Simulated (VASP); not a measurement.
Wanted: the native input for a VASP 6.6.1 run.

```yaml
Task: single point
Functional: BLYP
Dispersion: D4
Potentials_or_basis: VASP PAW PBE potentials, release 64 (Os_sv_GW)
Cutoff: 560 eV
k_mesh: 11 × 11 × 6
Occupations: fermi-dirac, width 0.05 eV
Spin: no spin polarisation
Dipole_correction: no
Further_INCAR_settings: ALGO = Normal; EDIFF = 1e-06; NBANDS = 23
```

The structure of Os lies in POSCAR:

```
Os
1.0
    2.7157497827      0.0000000000      0.0000000000
   -1.3578748913      2.3519083021      0.0000000000
    0.0000000000      0.0000000000      4.2907078513
Os
2
Direct
    0.6666666667      0.3333333333      0.7500000000
    0.3333333333      0.6666666667      0.2500000000
```

The input as run:

INCAR

```
SYSTEM = Os
PREC = Accurate
ENCUT = 560
EDIFF = 1E-6
ISMEAR = -1
SIGMA = 0.05
LREAL = .FALSE.
LASPH = .TRUE.
NELM = 120
ALGO = Normal
ISIF = 2
LWAVE = .FALSE.
LCHARG = .FALSE.
GGA = B5
ALDAX = 1.0
AGGAX = 1.0
AGGAC = 1.0
ALDAC = 0.0
IVDW = 13
VDW_S6 = 1.0
VDW_S8 = 2.34076671
VDW_A1 = 0.44488865
VDW_A2 = 4.0933009
NBANDS = 23
GGA_COMPAT = .FALSE.
```

KPOINTS

```
regular mesh
0
G
  11 11 6
  0 0 0
```

Potentials or basis: VASP PAW PBE potentials, release 64 (Os_sv_GW).

Run with:

```console
$ cat potpaw_PBE.64/Os_sv_GW/POTCAR > POTCAR
$ mpirun -np 1 vasp_std > vasp.out
```

It gave:

| Item | Value |
| --- | --- |
| Pressure | 20.6 GPa |
| Band gap on the k mesh | zero (bands 16 and 17 overlap by 4.02 eV) |
| Dispersion energy per atom | -1.364 eV |

Caveat: the cell stands under pressure; the dispersion term is far too large for a dense solid, which distorts pressure and volume; the PAW data sets were made with another functional, which shifts forces and pressure a little; spin-orbit coupling is left out, which moves the levels of the heavy elements.

It took 25 s on 1 thread of Intel(R) Xeon(R) 6975P-C (Granite Rapids), with other jobs on the host, peak memory 0.18 GiB.
